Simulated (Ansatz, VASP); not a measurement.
## One calculation of KI, two programs

```xyz
2
Lattice="0.0000 3.5009 3.5009 3.5009 0.0000 3.5009 3.5009 3.5009 0.0000" Properties=species:S:1:pos:R:3 pbc="T T T"
K     0.0000    0.0000    0.0000
I     3.5009    3.5009    3.5009
```

Change from the starting cell: volume scaled by 0.98, crystal datasets.

Alike in both runs: task electric field gradients; functional PBEsol; k mesh 8 × 8 × 8; occupations fermi-dirac, width 0.01 eV; no spin polarisation.

|  | VASP | Ansatz |
| --- | --- | --- |
| version | VASP 6.6.1 | Ansatz 0.2.0 |
| potentials or method | VASP PAW PBE potentials, release 64 (K_sv, I), cutoff 520 eV | all-electron PAW with datasets made for the crystal, scalar-relativistic |

|  | VASP | Ansatz | Ansatz less VASP |
| --- | --- | --- | --- |
| gap on the k mesh at the Fermi level (eV) | 3.87 | 3.88 | +0.004 |
| pressure (GPa) | 0.1 | 0.0 | -0.04 |

VASP's potentials were made for PBE, not for PBEsol. Ansatz ran all-electron here, and VASP with PAW potentials.

Neither program's run includes spin-orbit coupling.
